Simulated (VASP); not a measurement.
Write the native input for VASP 6.6.1 that does the following.

| Property | Result |
| --- | --- |
| Task | single point |
| Functional | PBEsol |
| Potentials or basis | VASP PAW PBE potentials, release 64 (C) |
| Cutoff | 520 eV |
| k mesh | 10 × 10 × 10 |
| Occupations | gaussian, width 0.01 eV |
| Spin | no spin polarisation |
| Dipole correction | no |
| Further INCAR settings | ALGO = Normal; EDIFF = 1e-06; NBANDS = 11 |

The structure of C lies in POSCAR:

```
C
1.0
    0.0000000000      1.7344857350      1.7344857350
    1.7344857350      0.0000000000      1.7344857350
    1.7344857350      1.7344857350      0.0000000000
C
2
Direct
    0.0000000000      0.0000000000      0.0000000000
    0.2500000000      0.2500000000      0.2500000000
```

The input as run:

INCAR

```
SYSTEM = C
PREC     = Accurate       ! precision mode
ENCUT    = 520            ! plane-wave cutoff, eV
EDIFF    = 1E-6           ! SCF threshold, eV
ISMEAR   = 0              ! smearing method
SIGMA    = 0.01           ! smearing width, eV
LREAL    = .False.        ! projectors in reciprocal space
LASPH    = .True.         ! aspherical terms in the spheres
NELM     = 80             ! most SCF steps
ALGO     = Normal         ! electronic algorithm
ISIF     = 2              ! what is computed and relaxed
LWAVE    = .False.        ! write WAVECAR
LCHARG   = .False.        ! write CHGCAR
GGA      = PS             ! functional
NBANDS   = 11             ! bands
```

KPOINTS

```
regular mesh
0
Gamma
  10 10 10
  0 0 0
```

Potentials or basis: VASP PAW PBE potentials, release 64 (C).

Command:

```console
$ cat potpaw_PBE.64/C/POTCAR > POTCAR
$ mpirun -np 1 vasp_std > vasp.out
```

It gave:

```json
{
  "Pressure": "38.7 GPa",
  "Band gap on the k mesh": "4.22 eV, indirect (least direct gap 5.77 eV)"
}
```

Caveat: the PAW data sets were made with another functional, which shifts forces and pressure a little.

Run time: 5 s on 1 thread of Intel Xeon 8259CL, with other jobs on the host, peak memory 0.11 GiB.
